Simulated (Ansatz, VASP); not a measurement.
# Two plane-wave programs on HgS

Contents of INCAR:

```
PREC     = Accurate       # precision mode
ENCUT    = 500            # plane-wave cutoff, eV
EDIFF    = 1E-6           # SCF threshold, eV
ISMEAR   = 0              # smearing method
SIGMA    = 0.05           # smearing width, eV
LREAL    = F              # projectors in reciprocal space
LASPH    = T              # aspherical terms in the spheres
NELM     = 120            # most SCF steps
ALGO     = Normal         # electronic algorithm
ISIF     = 2              # what is computed and relaxed
LWAVE    = F              # write WAVECAR
LCHARG   = F              # write CHGCAR
GGA      = B5             # functional
ALDAX    = 1.0          
AGGAX    = 1.0          
AGGAC    = 1.0          
ALDAC    = 0.0          
NBANDS   = 16             # bands
GGA_COMPAT= F
```

Contents of KPOINTS:

```
Automatic mesh
0
Gamma
  8 8 8
```

Contents of POSCAR:

```
HgS
1.0
    0.0000000000      2.9810280773      2.9810280773
    2.9810280773      0.0000000000      2.9810280773
    2.9810280773      2.9810280773      0.0000000000
Hg S
1 1
Direct
    0.0000000000      0.0000000000      0.0000000000
    0.7500000000      0.7500000000      0.7500000000
```

Input for Ansatz:

```yaml
crystal:
  lattice:
    - [0.0, 2.9810280773, 2.9810280773]
    - [2.9810280773, 0.0, 2.9810280773]
    - [2.9810280773, 2.9810280773, 0.0]
  atoms:
    - { symbol: Hg, position: [0.0, 0.0, 0.0] }
    - { symbol: S, position: [0.75, 0.75, 0.75] }
basis:
  ecutwfc: 420
  ecutrho_ratio: 4
kpoints:
  mp_grid: { grid: [8, 8, 8] }
hamiltonian:
  xc: blyp
scf:
  occupations: { method: gaussian, width: 0.05 }
output:
  forces: true
  stress: true
  eigenvalues: true
```

Alike in both runs: task single point; functional BLYP; k mesh 8 × 8 × 8; occupations gaussian, width 0.05 eV; no spin polarisation.

|  | VASP | Ansatz |
| --- | --- | --- |
| version | VASP 6.6.1 | Ansatz 0.2.0 |
| potentials or method | VASP PAW PBE potentials, release 64 (Hg, S), cutoff 500 eV | scalar-relativistic, plane waves, PAW |
| valence electrons in the cell | 18 | 26 |

Ansatz gave:

* gap on the k mesh at the Fermi level (eV): none
* pressure (GPa): 4.5

Problem. Which values does VASP return?

Solution. gap on the k mesh at the Fermi level (eV): none; pressure (GPa): 4.9.

VASP's potentials were made for PBE, not for BLYP. A gap of «none» marks a metal or a gap that the smearing closes. With one functional, cell and mesh, what is left measures potentials, basis and numerics. VASP's potentials hold 18 valence electrons a cell and Ansatz's 26, so a difference there can come from the potentials and not from the codes.

Neither program's run includes spin-orbit coupling.
